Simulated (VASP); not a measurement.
# Ru (Pm-3m) in VASP: single point with PBEsol

Aim: the single point of Ru with PBEsol.

Everything below comes from runs of VASP 6.6.1. Logs are shortened: lines on timing, memory, paths and dates and some standing lists are left out, and cuts for length are marked.

### 1 The cell of the first run

The structure is cubic, space group Pm-3m (No. 221). Conventional cell: a = 2.481 Å, b = 2.481 Å, c = 2.481 Å, α = 90.00°, β = 90.00°, γ = 90.00°. Within 3.3 Å of Ru (site symmetry m-3m) lie 6 Ru at 2.48 Å.

### 2 Single point, PBEsol

The input, INCAR:

```
ALGO = Normal ; EDIFF = 1E-6
ENCUT = 520 ; GGA = PS
ISIF = 2 ; ISMEAR = -1
LASPH = T ; LCHARG = F
LREAL = F ; LWAVE = F
NBANDS = 13 ; NELM = 100
PREC = Accurate ; SIGMA = 0.13605693000000002
```

The input, KPOINTS:

```
k-points
0
Gamma
  13 13 13
```

The input, POSCAR:

```
Ru
1.0
    2.4810839001      0.0000000000      0.0000000000
    0.0000000000      2.4810839001      0.0000000000
    0.0000000000      0.0000000000      2.4810839001
Ru
1
Direct
    0.0000000000      0.0000000000      0.0000000000
```

Potentials or basis: VASP PAW PBE potentials, release 64 (Ru_pv).

Command:

```sh
$ cat potpaw_PBE.64/Ru_pv/POTCAR > POTCAR
$ mpirun -np 1 vasp_std > vasp.out
```

OUTCAR:

```text
EDIFF = 1E-6
   ENCUT = 520
   GGA = PS
   ISIF = 2
   ISMEAR = -1
   LASPH = T
   LREAL = F
   NELM = 100
   PREC = Accurate

 ion  position               nearest neighbor table
   1  0.000  0.000  0.000-

  LATTYP: Found a simple cubic cell.
 ALAT       =     2.4810839001

  Lattice vectors:

 A1 = (   2.4810839001,   0.0000000000,   0.0000000000)
 A2 = (   0.0000000000,   2.4810839001,   0.0000000000)
 A3 = (   0.0000000000,   0.0000000000,   2.4810839001)

Analysis of symmetry for initial positions (statically):
=====================================================================
 Subroutine PRICEL returns:
 Original cell was already a primitive cell.

 Routine SETGRP: Setting up the symmetry group for a
 simple cubic supercell.

 Subroutine GETGRP returns: Found 48 space group operations
 (whereof 48 operations were pure point group operations)
 out of a pool of 48 trial point group operations.

The static configuration has the point symmetry O_h .

Analysis of symmetry for dynamics (positions and initial velocities):
=====================================================================
 Subroutine PRICEL returns:
 Original cell was already a primitive cell.

 Routine SETGRP: Setting up the symmetry group for a
 simple cubic supercell.

 Subroutine GETGRP returns: Found 48 space group operations
 (whereof 48 operations were pure point group operations)
 out of a pool of 48 trial point group operations.

The dynamic configuration has the point symmetry O_h .

 Subroutine INISYM returns: Found 48 space group operations
 (whereof 48 operations are pure point group operations),
 and found     1 'primitive' translations

----------------------------------------------------------------------------------------

                                     Primitive cell

  volume of cell :      15.2730

  direct lattice vectors                    reciprocal lattice vectors
     2.481083900  0.000000000  0.000000000     0.403049651  0.000000000  0.000000000
     0.000000000  2.481083900  0.000000000     0.000000000  0.403049651  0.000000000
     0.000000000  0.000000000  2.481083900     0.000000000  0.000000000  0.403049651

  length of vectors
     2.481083900  2.481083900  2.481083900     0.403049651  0.403049651  0.403049651

  position of ions in fractional coordinates (direct lattice)
     0.000000000  0.000000000  0.000000000

  ion indices of the primitive-cell ions
   primitive index   ion index
                 1           1

----------------------------------------------------------------------------------------

 KPOINTS: k-points

Automatic generation of k-mesh.
 Grid dimensions read from file:
 generate k-points for:   13   13   13

 Generating k-lattice:

  Cartesian coordinates                     Fractional coordinates (reciprocal lattice)
     0.031003819  0.000000000  0.000000000     0.076923077  0.000000000  0.000000000
     0.000000000  0.031003819  0.000000000     0.000000000  0.076923077  0.000000000
     0.000000000  0.000000000  0.031003819     0.000000000  0.000000000  0.076923077

  Length of vectors
     0.031003819  0.031003819  0.031003819

  Shift w.r.t. Gamma in fractional coordinates (k-lattice)
     0.000000000  0.000000000  0.000000000

 Subroutine IBZKPT returns following result:
 ===========================================

 Found     84 irreducible k-points:

 Following reciprocal coordinates:
            Coordinates               Weight
  0.000000  0.000000  0.000000      1.000000
  0.076923  0.000000  0.000000      6.000000
  0.153846  0.000000  0.000000      6.000000
  0.230769  0.000000  0.000000      6.000000
  0.307692  0.000000  0.000000      6.000000
  0.384615  0.000000  0.000000      6.000000
[... 16 lines left out ...]
  0.307692  0.307692  0.000000     12.000000
  0.384615  0.307692  0.000000     24.000000
 [... further k-points ...]
   k-points           NKPTS =     84   k-points in BZ     NKDIM =     84   number of bands    NBANDS=     13
   number of dos      NEDOS =    301   number of ions     NIONS =      1
   total plane-waves  NPLWV =   5832
   dimension x,y,z NGX =    18 NGY =   18 NGZ =   18
   dimension x,y,z NGXF=    36 NGYF=   36 NGZF=   36
   ions per type =               1
   NGX,Y,Z   is equivalent  to a cutoff of  12.06, 12.06, 12.06 a.u.
   NGXF,Y,Z  is equivalent  to a cutoff of  24.12, 24.12, 24.12 a.u.
 SYSTEM =  unknown system
   PREC   = accura    normal or accurate (medium, high low for compatibility)
   ISTART =      0    job   : 0-new  1-cont  2-samecut
   ICHARG =      2    charge: 1-file 2-atom 10-const
   ISPIN  =      1    spin polarized calculation?
   LNONCOLLINEAR =      F non collinear calculations
   LSORBIT =      F    spin-orbit coupling
   LASPH  =      T    aspherical Exc in radial PAW
   ENCUT  =  520.0 eV  38.22 Ry    6.18 a.u.   4.61  4.61  4.61*2*pi/ulx,y,z
   NELM   =    100;   NELMIN=  2; NELMDL= -5     # of ELM steps
   EDIFF  = 0.1E-05   stopping-criterion for ELM
   LREAL  =      F    real-space projection
   EDIFFG = 0.1E-04   stopping-criterion for IOM
   NSW    =      0    number of steps for IOM
   IBRION =     -1    ionic relax: 0-MD 1-quasi-New 2-CG
   NFREE  =      0    steps in history (QN), initial steepest desc. (CG)
   ISIF   =      2    stress and relaxation
   ISYM   =      2    0-nonsym 1-usesym 2-fastsym
   POTIM  = 0.5000    time-step for ionic-motion
   TEBEG  =    0.0;   TEEND  =   0.0 temperature during run
   PSTRESS=    0.0 pullay stress
   NELECT =      14.0000    total number of electrons
   NUPDOWN=      -1.0000    fix difference up-down
   EMIN   =  10.00;   EMAX   =-10.00  energy-range for DOS
   EFERMI =   0.00;   METHOD = LEGACY
   ISMEAR =    -1;   SIGMA  =   0.14  broadening in eV -4-tet -1-fermi 0-gaus
   EFERMI_NEDOS =   21; number of points for ismear=-14 and -15
   IALGO  =     38    algorithm
   IMIX   =      4    mixing-type and parameters
     AMIX     =   0.40;   BMIX     =  1.00
     AMIX_MAG =   1.60;   BMIX_MAG =  1.00
  volume/ion in A,a.u.               =      15.27       103.07
  Fermi-wavevector in a.u.,A,eV,Ry     =   1.590289  3.005210 34.409395  2.529019
  Thomas-Fermi vector in A             =   2.689007
   LORBIT       =      0    0 simple, 1 ext, 2 COOP (PROOUT), +10 PAW based schemes
   GGA     = PS    functional components
   LHFCALC =     F    Hartree Fock is set to
   AEXX    =    0.0000 exact exchange contribution
   IVDW    =     0    specifies the selected vdW correction
   LEPSILON=     F    determine dielectric tensor
   LRPA    =     F    only Hartree local field effects (RPA)
 non-spin polarized calculation
  energy-cutoff  :      520.00
  volume of cell :       15.27
 maximum number of plane-waves:       437
   NGX =  9   NGY =  9   NGZ =  9

 number of electron      13.9999994 magnetization

 Free energy of the ion-electron system (eV)
  ---------------------------------------------------
  ext. energy  EPLUGINS =         0.00000000
  ---------------------------------------------------
  free energy    TOTEN  =        -8.98607128 eV

  energy without entropy =       -8.90009179  energy(sigma->0) =       -8.94308154

 E-fermi :  10.9244     XC(G=0): -13.4093

 val. band max:       10.9169104129   @ k =   0.3077   0.3077   0.0769
 cond. band min:      10.9529889161   @ k =   0.3077   0.2308   0.0000
 fundamental gap:      0.0360785032
 Fermi energy:        10.9243668322

 k-point     1 :       0.0000    0.0000    0.0000
  band No.  band energies     occupation
      1     -31.4366      2.00000
      2     -31.4366      2.00000
      3     -31.4366      2.00000
      4       3.5173      2.00000
      5       5.3296      2.00000
      6       5.3296      2.00000
      7      12.6598      0.00001
      8      12.6598      0.00001
      9      12.6598      0.00001
     10      21.6844      0.00000
     11      27.7780      0.00000
     12      27.7780      0.00000
     13      27.7780      0.00000

 k-point     2 :       0.0769    0.0000    0.0000
  band No.  band energies     occupation
      1     -31.5078      2.00000
      2     -31.4306      2.00000
      3     -31.4306      2.00000
      4       3.7025      2.00000
      5       5.3713      2.00000
      6       5.5253      2.00000
      7      12.4593      0.00003
      8      12.4593      0.00003
      9      12.6751      0.00001
     10      21.6843      0.00000
     11      26.7038      0.00000
     12      28.1265      0.00000
     13      28.1265      0.00000

 k-point     3 :       0.1538    0.0000    0.0000
  band No.  band energies     occupation
      1     -31.7024      2.00000
      2     -31.4139      2.00000
      3     -31.4139      2.00000
      4       4.1777      2.00000
      5       5.4890      2.00000
      6       6.1424      2.00000
      7      11.9399      0.00115
      8      11.9399      0.00115
      9      12.7177      0.00000
     10      21.6837      0.00000
     11      24.5854      0.00000
     12      29.0740      0.00000
     13      29.0740      0.00000
[... 305 lines left out ...]
 k-point    23 :       0.3077    0.3077    0.0000
  band No.  band energies     occupation
      1     -32.1642      2.00000
      2     -32.1387      2.00000
      3     -31.2960      2.00000
      4       6.0852      2.00000
      5       6.6090      2.00000
      6       9.8115      1.99944
      7      10.8762      1.17514
      8      11.0832      0.47476
      9      11.6354      0.01069
     10      21.4705      0.00000
     11      21.6827      0.00000
     12      24.9865      0.00000
     13      30.0976      0.00000

 k-point    24 :       0.3846    0.3077    0.0000
  band No.  band energies     occupation
      1     -32.3697      2.00000
      2     -32.1229      2.00000
      3     -31.2758      2.00000
      4       5.7951      2.00000
      5       6.6995      2.00000
      6      10.4809      1.92602
      7      10.5153      1.90574
      8      11.0874      0.46364
      9      13.1385      0.00000
     10      20.0177      0.00000
     11      21.6838      0.00000
     12      25.5907      0.00000
     13      29.3606      0.00000

 [... further k-points ...]

------------------------ aborting loop because EDIFF is reached ----------------------------------------

  FORCE on cell =-STRESS in cart. coord.  units (eV):
  Direction    XX          YY          ZZ          XY          YZ          ZX
  --------------------------------------------------------------------------------------
  -------------------------------------------------------------------------------------
  Total        0.0462535      0.0462535      0.0462535     -0.0000000      0.0000000      0.0000000
  in kB        4.8521076      4.8521076      4.8521076     -0.0000000      0.0000000      0.0000000
  external PRESSURE =       4.8521076 kB  Pullay stress =       0.0000000 kB

 VOLUME and BASIS-vectors are now :
 -----------------------------------------------------------------------------
  energy-cutoff  :      520.00
  volume of cell :       15.27
      direct lattice vectors                 reciprocal lattice vectors
     2.481083900  0.000000000  0.000000000     0.403049651  0.000000000  0.000000000
     0.000000000  2.481083900  0.000000000     0.000000000  0.403049651  0.000000000
     0.000000000  0.000000000  2.481083900     0.000000000  0.000000000  0.403049651

 POSITION                                       TOTAL-FORCE (eV/Angst)
 -----------------------------------------------------------------------------------
      0.00000      0.00000      0.00000         0.000000      0.000000      0.000000
 -----------------------------------------------------------------------------------
    total drift:                                0.000000      0.000000     -0.000000

  FREE ENERGIE OF THE ION-ELECTRON SYSTEM (eV)
  ---------------------------------------------------
  free  energy   TOTEN  =        -8.9860712834 eV

  energy  without entropy=       -8.9000917878  energy(sigma->0) =       -8.94308154
```

Run time: 18 s. Hardware: 1 thread of AMD EPYC 7R13, shared host; peak memory 0.1 GiB.

What came out:

- Free energy: -8.9861 eV
- Pressure: 0.5 GPa
- Band gap on the k mesh: zero (band 7 reaches 14.57 eV, above the bottom of band 8 at 9.94 eV)

Caveat: the PAW data sets were made with another functional, which shifts forces and pressure a little.
